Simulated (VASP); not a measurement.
# Y (Im-3m) in VASP: a series of runs, part 3 of 3

VASP 6.6.1.

### Step 6. Single point, r2SCAN

This run uses another cell than the first one, of 21.94 Å³/atom, 0.666 times its volume.

Contents of POSCAR:

```
Y
1.0
    1.7636115783      1.7636115783      1.7636115783
   -1.7636115783      1.7636115783      1.7636115783
   -1.7636115783     -1.7636115783      1.7636115783
Y
1
Direct
    0.0000000000      0.0000000000      0.0000000000
```

Contents of INCAR.step1:

```
PREC = Accurate
ENCUT = 520
ISMEAR = -1
SIGMA = 0.05
LREAL = F
LASPH = T
NELM = 80
NBANDS = 12
GGA = PE
ALGO = Normal
EDIFF = 1E-4
LWAVE = T
LCHARG = F
```

Contents of INCAR.step2:

```
PREC = Accurate
ENCUT = 520
EDIFF = 1E-6
ISMEAR = -1
SIGMA = 0.05
LREAL = F
LASPH = T
NELM = 80
ALGO = Normal
ISIF = 2
LWAVE = F
LCHARG = F
METAGGA = R2SCAN
LMIXTAU = T
NBANDS = 12
ISTART = 1
```

Contents of KPOINTS:

```
regular mesh
0
Gamma
  8 8 8
```

Potentials or basis: VASP PAW PBE potentials, release 64 (Y_sv).

The run is started by

```
$ cat potpaw_PBE.64/Y_sv/POTCAR > POTCAR
$ cp INCAR.step1 INCAR
$ mpirun -np 1 vasp_std > vasp.out
$ cp INCAR.step2 INCAR
$ mpirun -np 1 vasp_std > vasp.out
```

OUTCAR:

```text
PREC = Accurate
   ENCUT = 520
   EDIFF = 1E-6
   ISMEAR = -1
   LREAL = F
   LASPH = T
   NELM = 80
   ISIF = 2
   METAGGA = R2SCAN
   ISTART = 1

 ion  position               nearest neighbor table
   1  0.000  0.000  0.000-

  LATTYP: Found a body centered cubic cell.
 ALAT       =     3.5272231566

  Lattice vectors:

 A1 = (   1.7636115783,  -1.7636115783,  -1.7636115783)
 A2 = (   1.7636115783,   1.7636115783,   1.7636115783)
 A3 = (  -1.7636115783,  -1.7636115783,   1.7636115783)

Analysis of symmetry for initial positions (statically):
=====================================================================
 Subroutine PRICEL returns:
 Original cell was already a primitive cell.

 Routine SETGRP: Setting up the symmetry group for a
 body centered cubic supercell.

 Subroutine GETGRP returns: Found 48 space group operations
 (whereof 48 operations were pure point group operations)
 out of a pool of 48 trial point group operations.

The static configuration has the point symmetry O_h .

Analysis of symmetry for dynamics (positions and initial velocities):
=====================================================================
 Subroutine PRICEL returns:
 Original cell was already a primitive cell.

 Routine SETGRP: Setting up the symmetry group for a
 body centered cubic supercell.

 Subroutine GETGRP returns: Found 48 space group operations
 (whereof 48 operations were pure point group operations)
 out of a pool of 48 trial point group operations.

The dynamic configuration has the point symmetry O_h .

 Subroutine INISYM returns: Found 48 space group operations
 (whereof 48 operations are pure point group operations),
 and found     1 'primitive' translations

----------------------------------------------------------------------------------------

                                     Primitive cell

  volume of cell :      21.9416

  direct lattice vectors                    reciprocal lattice vectors
     1.763611578  1.763611578  1.763611578     0.283509139  0.000000000  0.283509139
    -1.763611578  1.763611578  1.763611578    -0.283509139  0.283509139  0.000000000
    -1.763611578 -1.763611578  1.763611578     0.000000000 -0.283509139  0.283509139

  length of vectors
     3.054664858  3.054664858  3.054664858     0.400942469  0.400942469  0.400942469

  position of ions in fractional coordinates (direct lattice)
     0.000000000  0.000000000  0.000000000

  ion indices of the primitive-cell ions
   primitive index   ion index
                 1           1

----------------------------------------------------------------------------------------

 KPOINTS: regular mesh

Automatic generation of k-mesh.
 Grid dimensions read from file:
 generate k-points for:    8    8    8

 Generating k-lattice:

  Cartesian coordinates                     Fractional coordinates (reciprocal lattice)
     0.035438642  0.000000000  0.035438642     0.125000000  0.000000000  0.000000000
    -0.035438642  0.035438642  0.000000000     0.000000000  0.125000000  0.000000000
     0.000000000 -0.035438642  0.035438642     0.000000000  0.000000000  0.125000000

  Length of vectors
     0.050117809  0.050117809  0.050117809

  Shift w.r.t. Gamma in fractional coordinates (k-lattice)
     0.000000000  0.000000000  0.000000000

 Subroutine IBZKPT returns following result:
 ===========================================

 Found     29 irreducible k-points:

 Following reciprocal coordinates:
            Coordinates               Weight
  0.000000  0.000000  0.000000      1.000000
  0.125000  0.000000  0.000000     12.000000
  0.250000  0.000000  0.000000     12.000000
  0.375000  0.000000  0.000000     12.000000
  0.500000  0.000000  0.000000      6.000000
  0.250000  0.125000  0.000000     24.000000
[... 16 lines left out ...]
  0.375000  0.250000  0.250000     24.000000
  0.500000  0.250000  0.250000     12.000000
 [... further k-points ...]
   k-points           NKPTS =     29   k-points in BZ     NKDIM =     29   number of bands    NBANDS=     12
   number of dos      NEDOS =    301   number of ions     NIONS =      1
   total plane-waves  NPLWV =  13824
   dimension x,y,z NGX =    24 NGY =   24 NGZ =   24
   dimension x,y,z NGXF=    48 NGYF=   48 NGZF=   48
   ions per type =               1
   NGX,Y,Z   is equivalent  to a cutoff of  13.06, 13.06, 13.06 a.u.
   NGXF,Y,Z  is equivalent  to a cutoff of  26.12, 26.12, 26.12 a.u.
 SYSTEM =  unknown system
   PREC   = accura    normal or accurate (medium, high low for compatibility)
   ISTART =      1    job   : 0-new  1-cont  2-samecut
   ICHARG =      0    charge: 1-file 2-atom 10-const
   ISPIN  =      1    spin polarized calculation?
   LNONCOLLINEAR =      F non collinear calculations
   LSORBIT =      F    spin-orbit coupling
   LASPH  =      T    aspherical Exc in radial PAW
   ENCUT  =  520.0 eV  38.22 Ry    6.18 a.u.   5.68  5.68  5.68*2*pi/ulx,y,z
   NELM   =     80;   NELMIN=  2; NELMDL=  0     # of ELM steps
   EDIFF  = 0.1E-05   stopping-criterion for ELM
   LREAL  =      F    real-space projection
   EDIFFG = 0.1E-04   stopping-criterion for IOM
   NSW    =      0    number of steps for IOM
   IBRION =     -1    ionic relax: 0-MD 1-quasi-New 2-CG
   NFREE  =      0    steps in history (QN), initial steepest desc. (CG)
   ISIF   =      2    stress and relaxation
   ISYM   =      2    0-nonsym 1-usesym 2-fastsym
   POTIM  = 0.5000    time-step for ionic-motion
   TEBEG  =    0.0;   TEEND  =   0.0 temperature during run
   PSTRESS=    0.0 pullay stress
   NELECT =      11.0000    total number of electrons
   NUPDOWN=      -1.0000    fix difference up-down
   EMIN   =  10.00;   EMAX   =-10.00  energy-range for DOS
   EFERMI =   0.00;   METHOD = LEGACY
   ISMEAR =    -1;   SIGMA  =   0.05  broadening in eV -4-tet -1-fermi 0-gaus
   EFERMI_NEDOS =   21; number of points for ismear=-14 and -15
   IALGO  =     38    algorithm
   IMIX   =      4    mixing-type and parameters
     AMIX     =   0.40;   BMIX     =  1.00
     AMIX_MAG =   1.60;   BMIX_MAG =  1.00
  volume/ion in A,a.u.               =      21.94       148.07
  Fermi-wavevector in a.u.,A,eV,Ry     =   1.300517  2.457621 23.012148  1.691345
  Thomas-Fermi vector in A             =   2.431711
   LORBIT       =      0    0 simple, 1 ext, 2 COOP (PROOUT), +10 PAW based schemes
   METAGGA = R2SCAN    functional components
   LHFCALC =     F    Hartree Fock is set to
   AEXX    =    0.0000 exact exchange contribution
   IVDW    =     0    specifies the selected vdW correction
   LEPSILON=     F    determine dielectric tensor
   LRPA    =     F    only Hartree local field effects (RPA)
 non-spin polarized calculation
  energy-cutoff  :      520.00
  volume of cell :       21.94
 maximum number of plane-waves:       610
   NGX = 11   NGY = 11   NGZ = 11

 number of electron      10.9999999 magnetization

 Free energy of the ion-electron system (eV)
  ---------------------------------------------------
  ext. energy  EPLUGINS =         0.00000000
  ---------------------------------------------------
  free energy    TOTEN  =       -19.33790483 eV

  energy without entropy =      -19.32104705  energy(sigma->0) =      -19.32947594

 E-fermi :   5.4243     XC(G=0): -11.9437

 val. band max:        5.4086057143   @ k =  -0.3750   0.2500   0.0000
 cond. band min:       5.4734215397   @ k =   0.5000   0.1250   0.0000
 fundamental gap:      0.0648158254
 Fermi energy:         5.4242802071

 k-point     1 :       0.0000    0.0000    0.0000
  band No.  band energies     occupation
      1     -38.2186      2.00000
      2     -16.6130      2.00000
      3     -16.6130      2.00000
      4     -16.6130      2.00000
      5       0.2001      2.00000
      6       7.8571      0.00000
      7       7.8571      0.00000
      8       7.8571      0.00000
      9      10.5648      0.00000
     10      10.5648      0.00000
     11      17.7364      0.00000
     12      17.7364      0.00000

 k-point     2 :       0.1250    0.0000    0.0000
  band No.  band energies     occupation
      1     -38.1662      2.00000
      2     -16.9316      2.00000
      3     -16.6997      2.00000
      4     -16.6187      2.00000
      5       0.8554      2.00000
      6       7.3518      0.00000
      7       7.5159      0.00000
      8       8.5034      0.00000
      9       9.9558      0.00000
     10      10.5255      0.00000
     11      18.4036      0.00000
     12      18.9483      0.00000
[... 316 lines left out ...]
 k-point    24 :       0.5000    0.2500    0.2500
  band No.  band energies     occupation
      1     -37.7309      2.00000
      2     -18.2169      2.00000
      3     -17.5286      2.00000
      4     -17.2864      2.00000
      5       3.4875      2.00000
      6       4.5109      2.00000
      7       7.9564      0.00000
      8       8.5806      0.00000
      9      14.1826      0.00000
     10      14.4302      0.00000
     11      17.9341      0.00000
     12      19.5041      0.00000

 [... further k-points ...]
[... 5 lines left out ...]
  --------------------------------------------------------------------------------------
  -------------------------------------------------------------------------------------
  Total        4.1337991      4.1337991      4.1337991     -0.0000000      0.0000000     -0.0000000
  in kB      301.8499695    301.8499695    301.8499695     -0.0000000      0.0000000     -0.0000000
  external PRESSURE =     301.8499695 kB  Pullay stress =       0.0000000 kB

 VOLUME and BASIS-vectors are now :
 -----------------------------------------------------------------------------
  energy-cutoff  :      520.00
  volume of cell :       21.94
      direct lattice vectors                 reciprocal lattice vectors
     1.763611578  1.763611578  1.763611578     0.283509139  0.000000000  0.283509139
    -1.763611578  1.763611578  1.763611578    -0.283509139  0.283509139  0.000000000
    -1.763611578 -1.763611578  1.763611578     0.000000000 -0.283509139  0.283509139

 POSITION                                       TOTAL-FORCE (eV/Angst)
 -----------------------------------------------------------------------------------
      0.00000      0.00000      0.00000         0.000000     -0.000000      0.000000
 -----------------------------------------------------------------------------------
    total drift:                               -0.000000     -0.000000      0.000000

  FREE ENERGIE OF THE ION-ELECTRON SYSTEM (eV)
  ---------------------------------------------------
  free  energy   TOTEN  =       -19.3379048336 eV

  energy  without entropy=      -19.3210470505  energy(sigma->0) =      -19.32947594
```

OUTCAR.step1:

```text
PREC = Accurate
   ENCUT = 520
   ISMEAR = -1
   LREAL = F
   LASPH = T
   NELM = 80
[... 573 lines left out ...]

 POSITION                                       TOTAL-FORCE (eV/Angst)
 -----------------------------------------------------------------------------------
      0.00000      0.00000      0.00000        -0.000000     -0.000000     -0.000000
 -----------------------------------------------------------------------------------
    total drift:                                0.000000     -0.000000      0.000000

  FREE ENERGIE OF THE ION-ELECTRON SYSTEM (eV)
  ---------------------------------------------------
  free  energy   TOTEN  =        -5.5715909914 eV

  energy  without entropy=       -5.5490231723  energy(sigma->0) =       -5.56030708
```

OSZICAR.step1:

```text
N       E                     dE             d eps       ncg     rms          rms(c)
DAV:   1     0.276796290189E+02    0.27680E+02   -0.58778E+03   704   0.871E+02
DAV:   2    -0.431800714870E+01   -0.31998E+02   -0.30809E+02   836   0.172E+02
DAV:   3    -0.559911361481E+01   -0.12811E+01   -0.12623E+01   920   0.238E+01
DAV:   4    -0.562140964141E+01   -0.22296E-01   -0.22288E-01   800   0.285E+00
DAV:   5    -0.562178941637E+01   -0.37977E-03   -0.37977E-03   844   0.255E-01    0.282E+01
DAV:   6    -0.555128606380E+01    0.70503E-01   -0.17392E-01   852   0.281E+00    0.168E+01
DAV:   7    -0.557391629679E+01   -0.22630E-01   -0.23460E-01   920   0.330E+00    0.147E+00
DAV:   8    -0.557170780129E+01    0.22085E-02   -0.26392E-02   748   0.136E+00    0.245E-01
DAV:   9    -0.557159682448E+01    0.11098E-03   -0.64911E-04   840   0.215E-01    0.593E-02
DAV:  10    -0.557159099135E+01    0.58331E-05   -0.32525E-05   496   0.545E-02
   1 F= -.55715910E+01 E0= -.55603071E+01  d E =-.225678E-01
```

Run time: 23 s. Hardware: 1 thread of Intel Xeon Platinum 8488C (Sapphire Rapids), shared host; peak memory 0.16 GiB.

Results:

| Item | Value |
| --- | --- |
| Free energy | -19.3379 eV |
| Pressure | 30.2 GPa |

Levels at points of the mesh, in eV from the Fermi level:
| k point | band 3 | band 4 | band 5 | band 6 | band 7 | band 8 | band 9 | band 10 |
| --- | --- | --- | --- | --- | --- | --- | --- | --- |
| (0.00, 0.00, 0.00) | -22.04 | -22.04 | -5.22 | 2.43 | 2.43 | 2.43 | 5.14 | 5.14 |
| (0.50, 0.00, 0.00) | -22.60 | -22.08 | -2.80 | -0.06 | 2.73 | 5.50 | 6.37 | 9.28 |
| (0.50, 0.50, 0.50) | -23.28 | -23.28 | -3.03 | -3.03 | 8.29 | 8.29 | 8.29 | 9.16 |

Caveat: the PAW data sets were made with another functional, which shifts forces and pressure a little.

### Step 7. Summary

| task | cell | cutoff (eV) | gap on the mesh (eV) | pressure (GPa) |
| --- | --- | --- | --- | --- |
| relaxation of cell and atoms | relaxed from a = 3.499 Å, angles 70.5, 109.5, 70.5°, 1 atom | 600 | none | 0.0 |
| relaxation of cell and atoms | relaxed to 10 GPa from a = 3.499 Å, angles 70.5, 109.5, 70.5°, 1 atom | 600 | none | 10.1 |
| relaxation of cell and atoms | relaxed to 20 GPa from a = 3.499 Å, angles 70.5, 109.5, 70.5°, 1 atom | 600 | none | 20.0 |
| relaxation of cell and atoms | relaxed to 30 GPa from a = 3.499 Å, angles 70.5, 109.5, 70.5°, 1 atom | 600 | none | 30.1 |
| single point | a = 3.055 Å, angles 70.5, 109.5, 70.5°, 1 atom | 520 | none | 30.2 |

Alike in all rows: level r2SCAN; potentials or basis VASP PAW PBE potentials, release 64 (Y_sv); no spin polarisation; k mesh 8 × 8 × 8; smearing fermi-dirac 0.05 eV.

Caveats: the PAW data sets were made with another functional, which shifts forces and pressure a little; the cell is relaxed towards a set pressure, so the enthalpy falls and the energy may rise (some runs); the volume moved by over 15 % at a fixed basis, so the end points are rough (some runs).

Absolute energies hang on the potentials; compare differences alone.
